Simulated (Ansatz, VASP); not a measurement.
## Two plane-wave programs on Al3Cu2

The input INCAR:

```
SYSTEM = Al3Cu2
ALGO = Fast
EDIFF = 1E-6
ENCUT = 520
GGA = PS
ISIF = 2
ISMEAR = 0
LASPH = .True.
LCHARG = .False.
LREAL = .False.
LWAVE = .False.
NBANDS = 24
NELM = 80
PREC = Accurate
SIGMA = 0.15
```

KPOINTS

```
k-points
0
Gamma
  12 12 10
  0 0 0
```

POSCAR

```
Al3Cu2
1.0
    4.0985856014      0.0000000000      0.0000000000
   -2.0492928007      3.5494792504      0.0000000000
    0.0000000000      0.0000000000      4.9821008425
Al Cu
3 2
Direct
    0.0000000000      0.0000000000      0.0000000000
    0.3192467599      0.6384935199      0.3515059809
    0.6666666667      0.3333333333      0.6484940191
    0.3333333333      0.6666666667      0.8422899817
    0.6666666667      0.3333333333      0.1577100183
```

Input for Ansatz:

```yaml
crystal:
  lattice:
    - [4.0985856014, 0.0, 0.0]
    - [-2.0492928007, 3.5494792504, 0.0]
    - [0.0, 0.0, 4.9821008425]
  atoms:
    - { symbol: Al, position: [0.0, 0.0, 0.0] }
    - { symbol: Al, position: [0.3192467599, 0.6384935199, 0.3515059809] }
    - { symbol: Al, position: [0.6666666667, 0.3333333333, 0.6484940191] }
    - { symbol: Cu, position: [0.3333333333, 0.6666666667, 0.8422899817] }
    - { symbol: Cu, position: [0.6666666667, 0.3333333333, 0.1577100183] }
basis:
  ecutwfc: 420
kpoints:
  mp_grid: { grid: [12, 12, 10] }
hamiltonian:
  xc: pbesol
scf:
  occupations: { method: gaussian, width: 0.15 }
output:
  forces: true
  stress: true
  eigenvalues: true
```

Alike in both runs: task single point; functional PBEsol; k mesh 12 × 12 × 10; occupations gaussian, width 0.15 eV; no spin polarisation.

```csv
,VASP,Ansatz
version,VASP 6.6.1,Ansatz 0.2.0
potentials or method,"VASP PAW PBE potentials, release 64 (Al, Cu), cutoff 520 eV","scalar-relativistic, plane waves, PAW"
valence electrons in the cell,31,47
```

VASP gave:

| Quantity | Value |
| --- | --- |
| gap on the k mesh at the Fermi level (eV) | none |
| pressure (GPa) | 0.2 |
| traceless stress, the component that is largest in VASP (GPa) | -0.83 |
| rms of the force components (eV/Å) | 0.136 |

Question: Which values does Ansatz return?

Answer: gap on the k mesh at the Fermi level (eV): none; pressure (GPa): 0.2; traceless stress, the component that is largest in VASP (GPa): -0.80; rms of the force components (eV/Å): 0.136.

VASP's potentials were made for PBE, not for PBEsol. Atom by atom the forces differ by 0.002 eV/Å (rms over components). A gap of «none» marks a metal or a gap that the smearing closes. VASP's potentials hold 31 valence electrons a cell and Ansatz's 47, so a difference there can come from the potentials and not from the codes.
